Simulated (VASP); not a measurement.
Set up this calculation in VASP 6.6.1, as the native input.

```yaml
Task: relaxation of cell and atoms
Functional: PBE
Dispersion: D3(BJ)
Potentials_or_basis: VASP PAW PBE potentials, release 64 (Cd, F)
Cutoff: 600 eV
k_mesh: 9 × 9 × 9
Occupations: fermi-dirac, width 0.05 eV
Spin: no spin polarisation
Dipole_correction: no
Further_INCAR_settings: ALGO = Normal; EDIFF = 1e-06; IBRION = 2; EDIFFG = -0.01; NSW = 60; ISIF = 3
```

The structure of CdF2 lies in POSCAR:

```
CdF2
1.0
    0.0000000000      2.6940000000      2.6940000000
    2.6940000000      0.0000000000      2.6940000000
    2.6940000000      2.6940000000      0.0000000000
Cd F
1 2
Direct
    0.0000000000      0.0000000000      0.0000000000
    0.7500000000      0.7500000000      0.7500000000
    0.2500000000      0.2500000000      0.2500000000
```

One way to write it, as run:

INCAR

```
PREC = Accurate
ENCUT = 600
EDIFF = 1E-6
ISMEAR = -1
SIGMA = 0.05
LREAL = False
LASPH = True
NELM = 80
ALGO = Normal
ISIF = 3
LWAVE = False
LCHARG = False
GGA = PE
IVDW = 12
IBRION = 2
NSW = 60
EDIFFG = -0.01
```

KPOINTS

```
regular mesh
0
Gamma
  9 9 9
```

Potentials or basis: VASP PAW PBE potentials, release 64 (Cd, F).

The run is started by

```bash
$ cat potpaw_PBE.64/Cd/POTCAR potpaw_PBE.64/F/POTCAR > POTCAR
$ mpirun -np 1 vasp_std > vasp.out
```

Results of the run:

```
Relaxed volume                         : 13.52 Å³/atom
Relaxed cell                           : a = 3.856 Å, b = 3.856 Å, c = 3.856 Å, α = 60.00°, β = 60.00°, γ = 60.00°
Space group after relaxing (to 0.05 Å) : Fm-3m (No. 225)
Energy gained by relaxing              : 5.7 meV/atom
Ionic steps                            : 3
Pressure after relaxing                : 0.0 GPa
Band gap on the k mesh                 : 2.97 eV, indirect (least direct gap 3.48 eV)
Dispersion energy per atom             : -0.161 eV
```

It took 27 s on 1 thread of Intel(R) Xeon(R) 6975P-C (Granite Rapids), on a shared host, peak memory 0.19 GiB.
